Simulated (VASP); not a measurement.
Na4IN:

```xyz
6
Lattice="6.0801 0.0000 0.0000 0.0000 3.8933 0.0000 -0.0267 0.0000 6.7720" Properties=species:S:1:pos:R:3 pbc="T T T"
Na    1.4443    0.0000    2.3332
Na    1.4926    1.9467    5.5636
Na    4.5609    1.9467    1.2084
Na    4.6091    0.0000    4.4388
I    -0.0133    1.9467    3.3860
N     0.0000    0.0000    0.0000
```

The cell was generated, and may not be a known phase.

| Property | Result |
| --- | --- |
| Program | VASP 6.6.1 |
| Task | relaxation of cell and atoms |
| Functional | PBE |
| Potentials or basis | VASP PAW PBE potentials, release 64 (Na_pv, I, N) |
| Cutoff | 600 eV |
| k mesh | 2 × 3 × 2 |
| Occupations | gaussian, width 0.15 eV |
| Spin | no spin polarisation |

At the start: pressure 5.3 GPa; volume 26.72 Å³/atom.

Q: How do energy, volume and symmetry change on relaxing?

A: Over 17 steps the energy falls by 514.6 meV/atom and the volume is 30.16 Å³/atom (+12.9 %); space group P2/m (No. 10, to 0.1 Å) before and after.

The path:
```
step  energy change (eV)  largest force (eV/Å)  pressure (GPa)  volume (Å³)
   1              0.0000                2.0393            5.27       160.31
   2             -0.9549                1.2027            0.84       181.55
   3             -1.2256                0.9564           -1.61       207.34
   4             -1.5583                0.9332           -1.52       201.97
   5             -2.4684                0.7576           -0.82       186.12
   6             -1.6601                2.6863            6.54       155.51
   7             -2.7277                0.4903           -0.18       178.64
   8             -2.8102                0.3312            1.19       170.31
   9             -2.8214                0.3213            0.71       172.73
  10             -2.9910                0.3170            0.36       177.35
  11             -3.0068                0.4551            0.24       180.28
  12             -3.0119                0.4038            0.26       179.44
  13             -3.0636                0.1648           -0.25       183.42
  14             -3.0679                0.1524           -0.43       184.88
  15             -3.0823                0.1023            0.20       179.62
  16             -3.0827                0.0980            0.11       180.32
  17             -3.0874                0.0529            0.10       180.97
```

Final structure:
```yaml
crystal:
  lattice:
    - [5.47824, 0.00000, -0.26100]
    - [0.00000, 4.02578, 0.00000]
    - [-0.35648, 0.00000, 8.22257]
  atoms:
    - { symbol: Na, position: [0.22783, 0.00000, 0.25030] }
    - { symbol: Na, position: [0.19474, 0.50000, 0.89823] }
    - { symbol: Na, position: [0.80526, 0.50000, 0.10177] }
    - { symbol: Na, position: [0.77217, 0.00000, 0.74970] }
    - { symbol: I, position: [0.00000, 0.50000, 0.50000] }
    - { symbol: N, position: [0.00000, 0.00000, 0.00000] }
```

Caveat: the k points lie up to 0.58 Å⁻¹ apart in the final cell; a cell axis changed by over 15 % at a fixed basis, so the end point is rough; the relaxation stopped at a loose force limit of 0.08 eV/Å, so its end isn't a converged minimum.
